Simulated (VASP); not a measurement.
Input of a VASP 6.6.1 run:

File INCAR:

```
SYSTEM = NaF2
ALGO = Normal
EDIFF = 1E-7
EDIFFG = -0.04
ENCUT = 600
GGA = PE
IBRION = 2
ISIF = 3
ISMEAR = 0
ISPIN = 2
LASPH = .TRUE.
LCHARG = .FALSE.
LORBIT = 11
LREAL = .FALSE.
LWAVE = .FALSE.
MAGMOM = 0 1 1
NELM = 150
NSW = 90
PREC = Accurate
SIGMA = 0.1
```

The input KPOINTS:

```
k-points
0
G
  6 6 4
  0 0 0
```

POSCAR

```
NaF2
1.0
    3.4489208600      0.0000000000      0.0000000000
   -1.7244604300      2.9868530800      0.0000000000
    0.0000000000      0.0000000000      5.3458273400
Na F
1 2
Direct
    0.0000000000      0.0000000000      0.0000000000
    0.3333333300      0.6666666700      0.2500000000
    0.6666666700      0.3333333300      0.7500000000
```

Potentials or basis: VASP PAW PBE potentials, release 64 (Na_pv, F).

Run with:

```bash
$ cat potpaw_PBE.64/Na_pv/POTCAR potpaw_PBE.64/F/POTCAR > POTCAR
$ mpirun -np 1 vasp_std > vasp.out
```

Q: What does it give for the band gap on the k mesh?

A: Zero (filled and empty bands overlap).

Q: Predict the net moment.

A: 1.00 μB per cell.

Q: What does it give for the space group after relaxing (to 0.1 Å)?

A: P-3m1 (No. 164).

Q: Predict the relaxed cell.

A: a = 3.640 Å, b = 3.640 Å, c = 3.669 Å, α = 90.00°, β = 90.00°, γ = 120.00°.

Step by step:
```
step  energy change (eV)  largest force (eV/Å)  pressure (GPa)  volume (Å³)
   1              0.0000                0.5917           -2.04        55.07
   2             -0.1070                0.4808           -1.37        53.20
   3             -0.2681                0.1418            0.54        49.12
   4             -0.2131                0.8169            7.41        40.84
   5             -0.3158                0.1461            2.31        45.99
   6             -0.3781                0.0944            0.55        47.56
   7             -0.3968                0.0571           -1.09        49.26
   8             -0.3974                0.0626           -0.81        48.95
   9             -0.4048                0.0938           -0.68        48.06
  10             -0.4187                0.1786           -0.17        45.41
  11             -0.4197                0.2132            0.14        44.13
  12             -0.4269                0.1685            0.04        43.45
  13             -0.4316                0.0604           -0.02        41.96
  14             -0.4320                0.0818           -0.02        42.24
  15             -0.4371                0.0541            0.08        42.20
  16             -0.4406                0.0046            0.24        42.11
```

Caveat: the cell differs from its parent crystal (atoms taken out); the volume moved by over 15 % at a fixed basis, so the end points are rough.
